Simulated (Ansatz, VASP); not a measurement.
**MnS: VASP beside Ansatz**

POSCAR

```
MnS
1.0
    3.0990400000      0.0000000000      0.0000000000
    0.0000000000      3.0990400000      0.0000000000
    0.0000000000      0.0000000000      3.0990400000
Mn S
1 1
Direct
    0.5000000000      0.5000000000      0.5000000000
    0.0000000000      0.0000000000      0.0000000000
```

File INCAR.step1:

```
SYSTEM = MnS
ALGO = Normal
EDIFF = 1E-4
ENCUT = 520
GGA = PE
ISMEAR = -1
ISPIN = 2
LASPH = .True.
LCHARG = .False.
LMAXMIX = 4
LREAL = .False.
LWAVE = .True.
MAGMOM = 2.8 0
NBANDS = 20
NELM = 150
PREC = Accurate
SIGMA = 0.15
```

Contents of INCAR.step2:

```
SYSTEM = MnS
ALGO = Normal
EDIFF = 1E-6
ENCUT = 520
ISIF = 2
ISMEAR = -1
ISPIN = 2
ISTART = 1
LASPH = .True.
LCHARG = .False.
LMAXMIX = 4
LMIXTAU = .True.
LORBIT = 11
LREAL = .False.
LWAVE = .False.
MAGMOM = 2.8 0
METAGGA = R2SCAN
NBANDS = 20
NELM = 150
PREC = Accurate
SIGMA = 0.15
```

The input KPOINTS:

```
k-points
0
Gamma
  7 7 7
  0 0 0
```

Input for Ansatz:

```yaml
crystal:
  lattice:
    - [3.09904, 0.0, 0.0]
    - [0.0, 3.09904, 0.0]
    - [0.0, 0.0, 3.09904]
  atoms:
    - { symbol: Mn, position: [0.5, 0.5, 0.5] }
    - { symbol: S, position: [0.0, 0.0, 0.0] }
kpoints:
  mp_grid:
    grid: [7, 7, 7]
hamiltonian:
  xc: r2scan
  hubbard:
    - { species: Mn, l: d, u_eff: 0.0 }
magnetization:
  spin_polarized: true
  per_species:
    Mn: 2.8
scf:
  occupations:
    method: fermi_dirac
    width: 0.15
output:
  eigenvalues: true
```

Alike in both runs: task single point; functional r2SCAN; k mesh 7 × 7 × 7; occupations fermi-dirac, width 0.15 eV; collinear spin.

|  | VASP | Ansatz |
| --- | --- | --- |
| version | VASP 6.6.1 | Ansatz 0.2.0 |
| potentials or method | VASP PAW PBE potentials, release 64 (Mn_pv, S) | plane waves, PAW |
| plane-wave cutoff (eV) | 520 | 500 |
| valence electrons in the cell | 19 | 21 |

Ansatz gave:

- gap on the k mesh at the Fermi level (eV): none
- net moment per atom (μB): 2.29
- size of the moment on the site where the two differ most (μB): 0.12

**Question.** Which values does VASP return?

**Answer.** gap on the k mesh at the Fermi level (eV): none; net moment per atom (μB): 2.29; size of the moment on the site where the two differ most (μB): 0.10.

VASP's potentials were made for PBE, not for r2SCAN. Site moments also hang on the region over which each program counts them. A gap of «none» marks a metal or a gap that the smearing closes. VASP's potentials hold 19 valence electrons a cell and Ansatz's 21, so a difference there can come from the potentials and not from the codes. Ansatz's warnings: stability check not made.
